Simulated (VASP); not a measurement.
# Al (a cell with a defect) in VASP: further runs

Runs on Al (a cell with a defect). Level: PBE. Tasks: single point.

Program: VASP 6.6.1. These are calculated values, not measurements. Logs are shortened: lines on timing, memory, paths and dates and some standing lists are left out, and cuts for length are marked.

## 1. The cell of the first run

The cell holds a defect, 31 atoms: a = 8.100 Å, b = 8.100 Å, c = 8.100 Å, α = 90.00°, β = 90.00°, γ = 90.00°.

## 2. Single point, PBE

INCAR

```
ALGO = Normal
EDIFF = 1E-6
ENCUT = 520
GGA = PE
ISIF = 2
ISMEAR = 0
LASPH = True
LCHARG = False
LREAL = Auto
LWAVE = False
NBANDS = 68
NELM = 80
PREC = Accurate
SIGMA = 0.05
```

KPOINTS

```
k-points
0
Gamma
  3 3 3
```

POSCAR

```
Al
1.0
    8.1000000000      0.0000000000      0.0000000000
    0.0000000000      8.1000000000      0.0000000000
    0.0000000000      0.0000000000      8.1000000000
Al
31
Direct
    0.5000000000      0.0000000000      0.0000000000
    0.7476223723      0.2523776277      0.0000000000
    0.7513029202      0.0000000000      0.2513029202
    0.0000000000      0.0000000000      0.0000000000
    0.2523776277      0.2523776277      0.0000000000
    0.7476223723      0.7476223723      0.0000000000
    0.2486970798      0.0000000000      0.2513029202
    0.5000000000      0.2523776277      0.2476223723
    0.7476223723      0.5000000000      0.2476223723
    0.5000000000      0.0000000000      0.5000000000
    0.7513029202      0.2486970798      0.5000000000
    0.7513029202      0.0000000000      0.7486970798
    0.0000000000      0.5000000000      0.0000000000
    0.2523776277      0.7476223723      0.0000000000
    0.0000000000      0.2486970798      0.2513029202
    0.2523776277      0.5000000000      0.2476223723
    0.5000000000      0.7476223723      0.2476223723
    0.0000000000      0.0000000000      0.5000000000
    0.2486970798      0.2486970798      0.5000000000
    0.5000000000      0.5000000000      0.5000000000
    0.7513029202      0.7513029202      0.5000000000
    0.2486970798      0.0000000000      0.7486970798
    0.5000000000      0.2523776277      0.7523776277
    0.7476223723      0.5000000000      0.7523776277
    0.0000000000      0.7513029202      0.2513029202
    0.0000000000      0.5000000000      0.5000000000
    0.2486970798      0.7513029202      0.5000000000
    0.0000000000      0.2486970798      0.7486970798
    0.2523776277      0.5000000000      0.7523776277
    0.5000000000      0.7476223723      0.7523776277
    0.0000000000      0.7513029202      0.7486970798
```

Potentials or basis: VASP PAW PBE potentials, release 64 (Al).

The run is started by

```sh
$ cat potpaw_PBE.64/Al/POTCAR > POTCAR
$ mpirun -np 1 vasp_std > vasp.out
```

OUTCAR:

```text
EDIFF = 1E-6
   ENCUT = 520
   GGA = PE
   ISIF = 2
   ISMEAR = 0
   LASPH = True
   LREAL = Auto
   NELM = 80
   PREC = Accurate

 ion  position               nearest neighbor table
   1  0.500  0.000  0.000-   2 2.86   5 2.86   6 2.86   8 2.86  14 2.86  17 2.86  23 2.86  30 2.86
                             3 2.88  22 2.88  12 2.88   7 2.88
   2  0.748  0.252  0.000-   8 2.84   9 2.84  23 2.84  24 2.84   1 2.86  13 2.86  15 2.89  12 2.89
                             3 2.89  28 2.89   4 2.89
   3  0.751  0.000  0.251-  11 2.85  15 2.85  18 2.85  21 2.85  25 2.85  10 2.86   4 2.86   1 2.88
                            17 2.89   2 2.89   6 2.89   8 2.89
   4  0.000  0.000  0.000-   3 2.86   7 2.86  12 2.86  15 2.86  22 2.86  25 2.86  28 2.86  31 2.86
                             2 2.89   5 2.89  14 2.89   6 2.89
   5  0.252  0.252  0.000-   8 2.84  16 2.84  23 2.84  29 2.84  13 2.86   1 2.86  22 2.89  15 2.89
                            28 2.89   7 2.89   4 2.89
   6  0.748  0.748  0.000-   9 2.84  17 2.84  24 2.84  30 2.84  13 2.86   1 2.86   3 2.89  25 2.89
                            12 2.89  31 2.89   4 2.89
   7  0.249  0.000  0.251-  15 2.85  18 2.85  19 2.85  25 2.85  27 2.85  10 2.86   4 2.86   1 2.88
                             5 2.89  14 2.89   8 2.89  17 2.89
   8  0.500  0.252  0.248-   2 2.84   5 2.84   9 2.84  16 2.84   1 2.86  20 2.86  11 2.89   7 2.89
                            19 2.89   3 2.89  10 2.89
   9  0.748  0.500  0.248-   2 2.84   6 2.84   8 2.84  17 2.84  13 2.86  20 2.86  11 2.89  15 2.89
[... 31 lines left out ...]
  25  0.000  0.751  0.251-   3 2.85   7 2.85  18 2.85  21 2.85  27 2.85  26 2.86   4 2.86  13 2.88
                             9 2.89   6 2.89  14 2.89  16 2.89
  26  0.000  0.500  0.500-  11 2.86  15 2.86  19 2.86  21 2.86  25 2.86  27 2.86  28 2.86  31 2.86
                            16 2.89  24 2.89  29 2.89   9 2.89
  27  0.249  0.751  0.500-   7 2.85  18 2.85  22 2.85  25 2.85  31 2.85  26 2.86  10 2.86  20 2.88
                            16 2.89  29 2.89  30 2.89  17 2.89
  28  0.000  0.249  0.749-  11 2.85  12 2.85  18 2.85  19 2.85  22 2.85   4 2.86  26 2.86  13 2.88
                             5 2.89  24 2.89   2 2.89  29 2.89
  29  0.252  0.500  0.752-   5 2.84  14 2.84  23 2.84  30 2.84  13 2.86  20 2.86  27 2.89  28 2.89
                            19 2.89  31 2.89  26 2.89
  30  0.500  0.748  0.752-   6 2.84  14 2.84  24 2.84  29 2.84   1 2.86  20 2.86  22 2.89  12 2.89
                            27 2.89  21 2.89  10 2.89
  31  0.000  0.751  0.749-  12 2.85  18 2.85  21 2.85  22 2.85  27 2.85  26 2.86   4 2.86  13 2.88
                            24 2.89  14 2.89   6 2.89  29 2.89

  LATTYP: Found a simple cubic cell.
 ALAT       =     8.1000000000

  Lattice vectors:

 A1 = (   8.1000000000,   0.0000000000,   0.0000000000)
 A2 = (   0.0000000000,   8.1000000000,   0.0000000000)
 A3 = (   0.0000000000,   0.0000000000,   8.1000000000)

Analysis of symmetry for initial positions (statically):
=====================================================================
 Subroutine PRICEL returns:
 Original cell was already a primitive cell.

 Routine SETGRP: Setting up the symmetry group for a
[... 176 lines left out ...]
   IALGO  =     38    algorithm
   IMIX   =      4    mixing-type and parameters
     AMIX     =   0.40;   BMIX     =  1.00
     AMIX_MAG =   1.60;   BMIX_MAG =  1.00
  volume/ion in A,a.u.               =      17.14       115.69
  Fermi-wavevector in a.u.,A,eV,Ry     =   0.915695  1.730412 11.408446  0.838497
  Thomas-Fermi vector in A             =   2.040466
   LORBIT       =      0    0 simple, 1 ext, 2 COOP (PROOUT), +10 PAW based schemes
   GGA     = PE    functional components
   LHFCALC =     F    Hartree Fock is set to
   AEXX    =    0.0000 exact exchange contribution
   IVDW    =     0    specifies the selected vdW correction
   LEPSILON=     F    determine dielectric tensor
   LRPA    =     F    only Hartree local field effects (RPA)
 non-spin polarized calculation
 Gauss-broadening in eV      SIGMA  =   0.05
  energy-cutoff  :      520.00
  volume of cell :      531.44
 maximum number of plane-waves:     14358
   NGX = 31   NGY = 31   NGZ = 31

 number of electron      93.0000000 magnetization

 Free energy of the ion-electron system (eV)
  ---------------------------------------------------
  ext. energy  EPLUGINS =         0.00000000
  ---------------------------------------------------
  free energy    TOTEN  =      -115.95294985 eV

  energy without entropy =     -115.93221191  energy(sigma->0) =     -115.94258088

 E-fermi :   7.4494     XC(G=0): -10.0289

 val. band max:        7.4134799901   @ k =   0.3333   0.3333   0.3333
 cond. band min:       7.4621296172   @ k =   0.3333   0.3333   0.3333
 fundamental gap:      0.0486496271
 Fermi energy:         7.4493872786

 k-point     1 :       0.0000    0.0000    0.0000
  band No.  band energies     occupation
      1      -3.3708      2.00000
      2      -1.2044      2.00000
      3      -1.2044      2.00000
      4      -1.1716      2.00000
      5      -1.1716      2.00000
      6      -1.1716      2.00000
[... 233 lines left out ...]
     57       9.2680      0.00000
     58       9.5316      0.00000
 [bands above 58 left out]

------------------------ aborting loop because EDIFF is reached ----------------------------------------

  FORCE on cell =-STRESS in cart. coord.  units (eV):
  Direction    XX          YY          ZZ          XY          YZ          ZX
  --------------------------------------------------------------------------------------
  -------------------------------------------------------------------------------------
  Total       -3.8001254     -3.8001254     -3.8001254     -0.0000000     -0.0000000      0.0000000
  in kB      -11.4565396    -11.4565396    -11.4565396     -0.0000000     -0.0000000      0.0000000
  external PRESSURE =     -11.4565396 kB  Pullay stress =       0.0000000 kB

 VOLUME and BASIS-vectors are now :
 -----------------------------------------------------------------------------
  energy-cutoff  :      520.00
  volume of cell :      531.44
      direct lattice vectors                 reciprocal lattice vectors
     8.100000000  0.000000000  0.000000000     0.123456790  0.000000000  0.000000000
     0.000000000  8.100000000  0.000000000     0.000000000  0.123456790  0.000000000
     0.000000000  0.000000000  8.100000000     0.000000000  0.000000000  0.123456790

 POSITION                                       TOTAL-FORCE (eV/Angst)
 -----------------------------------------------------------------------------------
      4.05000      0.00000      0.00000         0.000000      0.000000      0.000000
      6.05574      2.04426      0.00000         0.019882     -0.019882      0.000000
      6.08555      0.00000      2.03555        -0.023023      0.000000     -0.023023
      0.00000      0.00000      0.00000         0.000000      0.000000      0.000000
      2.04426      2.04426      0.00000        -0.019882     -0.019882      0.000000
      6.05574      6.05574      0.00000         0.019882      0.019882      0.000000
[... 23 lines left out ...]
      4.05000      6.05574      6.09426         0.000000      0.019882     -0.019882
      0.00000      6.08555      6.06445         0.000000     -0.023023      0.023023
 -----------------------------------------------------------------------------------
    total drift:                                0.000000     -0.000000     -0.000000

  FREE ENERGIE OF THE ION-ELECTRON SYSTEM (eV)
  ---------------------------------------------------
  free  energy   TOTEN  =      -115.9529498535 eV

  energy  without entropy=     -115.9322119063  energy(sigma->0) =     -115.94258088
```

stdout:

```text
POSCAR found type information on POSCAR Al
 POSCAR found :  1 types and      31 ions
 scaLAPACK will be used
 LDA part: xc-table for (Slater+PW92), standard interpolation
 POSCAR, INCAR and KPOINTS ok, starting setup
 FFT: planning ... GRIDC
 FFT: planning ... GRID_SOFT
 FFT: planning ... GRID
 WAVECAR not read
 entering main loop
```

It took 9.5 min on 1 thread of AMD EPYC 7R13, shared host; peak memory 0.45 GiB.

What came out:

```yaml
Free_energy: -115.9529 eV
Pressure: -1.1 GPa
Largest_force: 0.033 eV/Å
```

Forces in eV/Å, atoms in the order of the input:
```
Al   0.000  0.000  0.000
Al   0.020 -0.020  0.000
Al  -0.023  0.000 -0.023
Al   0.000  0.000  0.000
Al  -0.020 -0.020  0.000
Al   0.020  0.020  0.000
Al   0.023  0.000 -0.023
Al   0.000 -0.020  0.020
Al   0.020  0.000  0.020
Al   0.000  0.000  0.000
Al  -0.023  0.023  0.000
Al  -0.023  0.000  0.023
Al   0.000  0.000  0.000
Al  -0.020  0.020  0.000
Al   0.000  0.023 -0.023
Al  -0.020  0.000  0.020
Al   0.000  0.020  0.020
Al   0.000  0.000  0.000
Al   0.023  0.023  0.000
Al   0.000  0.000  0.000
Al  -0.023 -0.023  0.000
Al   0.023  0.000  0.023
Al   0.000 -0.020 -0.020
Al   0.020  0.000 -0.020
Al   0.000 -0.023 -0.023
Al   0.000  0.000  0.000
Al   0.023 -0.023  0.000
Al   0.000  0.023  0.023
Al  -0.020  0.000 -0.020
Al   0.000  0.020 -0.020
Al   0.000 -0.023  0.023
```

(Part 1 of 2 ends here.)
